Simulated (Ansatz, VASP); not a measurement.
# Two plane-wave programs on AlN

The input INCAR:

```
  PREC = Accurate
  ENCUT = 520
  EDIFF = 1E-6
  ISMEAR = 0
  SIGMA = 0.05
  LREAL = False
  LASPH = True
  NELM = 60
  ALGO = Normal
  ISIF = 2
  LWAVE = False
  LCHARG = False
  IBRION = 2
  NSW = 50
  EDIFFG = -0.01
```

File KPOINTS:

```
Automatic mesh
0
Gamma
  9 9 6
```

File POSCAR:

```
AlN
1.0
    3.0577000000      0.0000000000      0.0000000000
   -1.5288500000      2.6480458772      0.0000000000
    0.0000000000      0.0000000000      5.3391000000
Al N
2 2
Direct
    0.3333333333      0.6666666667      0.0015210172
    0.6666666667      0.3333333333      0.5015210172
    0.3333333333      0.6666666667      0.3834789828
    0.6666666667      0.3333333333      0.8834789828
```

Input for Ansatz:

```yaml
crystal:
  lattice:
    - [3.0577, 0.0, 0.0]
    - [-1.52885, 2.6480458772, 0.0]
    - [0.0, 0.0, 5.3391]
  atoms:
    - { symbol: Al, position: [0.3333333333, 0.6666666667, 0.0015210172] }
    - { symbol: Al, position: [0.6666666667, 0.3333333333, 0.5015210172] }
    - { symbol: "N", position: [0.3333333333, 0.6666666667, 0.3834789828] }
    - { symbol: "N", position: [0.6666666667, 0.3333333333, 0.8834789828] }
basis:
  ecutwfc: 520.0
kpoints:
  mp_grid: { grid: [9, 9, 6] }
hamiltonian:
  xc: lda
  pseudopotentials: { kind: paw, azcp: { folder: soft_1 } }
scf:
  occupations: { method: gaussian, width: 0.05 }
output:
  forces: true
  stress: true
  eigenvalues: true
relax:
  adjacent_minimum: "off"
  f_tol: 0.01
  max_steps: 30
```

Alike in both runs: task relaxation of the atoms; functional LDA; k mesh 9 × 9 × 6; occupations gaussian, width 0.05 eV; no spin polarisation.

|  | VASP | Ansatz |
| --- | --- | --- |
| version | VASP 6.6.1 | Ansatz 0.2.0 |
| potentials or method | VASP PAW LDA potentials, release 64 (Al, N), cutoff 520 eV | scalar-relativistic, plane waves, PAW |
| valence electrons in the cell | 16 | 16 |

```tsv
	VASP	Ansatz	Ansatz less VASP
gap on the k mesh at the Fermi level, each at its own relaxed structure (eV)	3.64	3.64	+0.001
```

Ansatz warns that its potentials were made for another functional, while VASP's fit it. LDA's correlation is that of Perdew and Zunger in VASP and of Perdew and Wang (1992) in Ansatz. Ansatz's warnings: stress scf threshold loose.
